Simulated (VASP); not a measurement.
Wanted: the native input for a VASP 6.6.1 run.

| Quantity | Value |
| --- | --- |
| Task | single point |
| Functional | PBE |
| Potentials or basis | VASP PAW PBE potentials, release 64 (Si, B) |
| Cutoff | 520 eV |
| k mesh | 2 × 2 × 2 |
| Occupations | fermi-dirac, width 0.02 eV |
| Spin | collinear spin |
| Starting moments | [0.0, 0.0, 0.0, 0.0, 0.0, 0.0, 0.0, 0.0, 0.0, 0.0, 0.0, 0.0, 0.0, 0.0, 0.0, 0.0, 1.0] μB |
| Dipole correction | no |
| Further INCAR settings | LREAL = Auto; ALGO = Normal; EDIFF = 1e-06; NBANDS = 52 |

The structure of Si16B (a cell with a defect) lies in POSCAR:

```
Si16B
1.0
    0.0000000000      5.4300000000      5.4300000000
    5.4300000000      0.0000000000      5.4300000000
    5.4300000000      5.4300000000      0.0000000000
Si B
16 1
Direct
   -0.0034936715      0.0105558632     -0.0035387316
    0.1272618377      0.1222452828      0.1277130745
    0.0012499575     -0.0004996044      0.4996562283
    0.1273805323      0.1222575751      0.6227431460
   -0.0025992769      0.4971426979     -0.0024391635
    0.1247704855      0.6281338598      0.1231730179
   -0.0023501137      0.4973157497      0.5072872255
    0.1278131446      0.6270589003      0.6225375213
    0.4993068502     -0.0005484289      0.0019159937
    0.6228312791      0.1222853269      0.1275479394
    0.4994152791     -0.0005216096      0.4994963169
    0.6251569933      0.1236578509      0.6257228243
    0.5085384712      0.4969791395     -0.0027273503
    0.6224335917      0.6269632130      0.1281844669
    0.4999808326      0.4995761210      0.5002982053
    0.6225219732      0.6270119166      0.6224543666
    0.8743050340      0.3834132463      0.8701702189
```

These files were run (other wordings do the same):

INCAR

```
SYSTEM = Si16B
ALGO = Normal
EDIFF = 1E-6
ENCUT = 520
GGA = PE
ISIF = 2
ISMEAR = -1
ISPIN = 2
LASPH = .TRUE.
LCHARG = .FALSE.
LORBIT = 11
LREAL = Auto
LWAVE = .FALSE.
MAGMOM = 0 0 0 0 0 0 0 0 0 0 0 0 0 0 0 0 1
NBANDS = 52
NELM = 150
PREC = Accurate
SIGMA = 0.02
```

KPOINTS

```
k-points
0
G
  2 2 2
  0 0 0
```

Potentials or basis: VASP PAW PBE potentials, release 64 (Si, B).

Run with:

```sh
$ cat potpaw_PBE.64/Si/POTCAR potpaw_PBE.64/B/POTCAR > POTCAR
$ mpirun -np 1 vasp_std > vasp.out
```

It gave:

The pressure is 3.1 GPa and the largest force is 0.041 eV/Å. The net moment is 0.00 μB per cell. The valence electrons inside the program's atomic spheres are Si 1.68, 1.69, 1.70, 1.67 (each value once); B 1.59.

Caveat: the k points lie up to 0.50 Å⁻¹ apart.

Run time: 10 min on 1 thread of Intel(R) Xeon(R) Platinum 8375C CPU @ 2.90GHz (Ice Lake) (shared host), peak memory 0.7 GiB.
